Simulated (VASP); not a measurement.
The system is K2Ca3Cl.

```
K Ca Cl
1.0
     4.18893    0.00000    0.00000
     0.00000    4.18893    0.00000
     0.00000    0.00000    9.18059
K Ca Cl
2 3 1
Direct
  0.00000 0.50000 0.73400
  0.50000 0.00000 0.26600
  0.50000 0.50000 0.00000
  0.00000 0.50000 0.38200
  0.50000 0.00000 0.61800
  0.00000 0.00000 0.00000
```

The cell was generated, and may not be a known phase.

* Program: VASP 6.6.1
* Task: relaxation of cell and atoms
* Functional: PBE
* Potentials or basis: VASP PAW PBE potentials, release 64 (K_sv, Ca_sv, Cl)
* Cutoff: 600 eV
* k mesh: 4 × 4 × 2
* Occupations: gaussian, width 0.1 eV
* Spin: no spin polarisation

At the start: pressure 10.8 GPa; volume 26.85 Å³/atom.

Question: Where does the relaxation end?

Answer: Over 32 steps the energy falls by 662.0 meV/atom and the volume is 45.02 Å³/atom (+67.7 %); space group P-4m2 (No. 115, to 0.1 Å) before and after.

The path:
```tsv
step	energy change (eV)	largest force (eV/Å)	pressure (GPa)	volume (Å³)
1	0.0000	0.3412	10.79	161.09
2	-1.9484	0.3591	3.71	207.03
3	-2.5122	0.3915	0.68	249.94
4	-2.5503	0.3950	0.06	264.30
5	-2.5517	0.3949	-0.05	267.45
6	-2.5847	0.4027	-0.05	267.50
7	-2.6897	0.4084	-0.02	267.54
8	-2.9144	0.3333	0.09	267.15
9	-3.2467	0.1699	0.44	264.60
10	-2.0271	1.1715	2.82	253.08
11	-3.1932	0.4576	0.68	263.63
12	-3.2154	0.4922	0.64	265.33
13	-3.2504	0.6118	0.56	270.19
14	-3.2509	0.6636	0.54	272.08
15	-3.2971	0.6399	0.42	274.60
16	-3.4175	0.5535	0.06	282.22
17	-3.5708	0.3492	-0.62	297.60
18	-3.5078	0.0853	-1.78	328.96
19	-3.6123	0.1868	-1.03	307.86
20	-3.6906	0.1609	-1.01	303.51
21	-3.8777	0.0334	-0.87	290.04
22	-3.6961	0.5852	0.28	261.48
23	-3.9213	0.1268	-0.70	283.00
24	-3.9246	0.1682	-0.63	281.01
25	-3.9530	0.1253	-0.21	272.77
26	-3.9572	0.1215	0.04	268.24
27	-3.9609	0.1097	0.04	268.11
28	-3.9669	0.0749	0.05	267.71
29	-3.9672	0.0656	0.05	267.60
30	-3.9692	0.0528	-0.02	268.71
31	-3.9708	0.0335	-0.15	270.80
32	-3.9720	0.0326	-0.12	270.12
```

Final structure:
```
K Ca Cl
1.0
     4.09159    0.00000    0.00000
     0.00000    4.09159    0.00000
     0.00000    0.00000   16.13540
K Ca Cl
2 3 1
Cartesian
  0.0000 2.0458 12.3621
  2.0458 0.0000 3.7733
  2.0458 2.0458 0.0000
  0.0000 2.0458 6.8354
  2.0458 0.0000 9.3000
  0.0000 4.0916 0.0000
```

Caveat: the k points lie up to 0.38 Å⁻¹ apart in the final cell, too coarse for converged energies and pressures of a metal; the volume moved by over 15 % at a fixed basis, so the end points are rough.
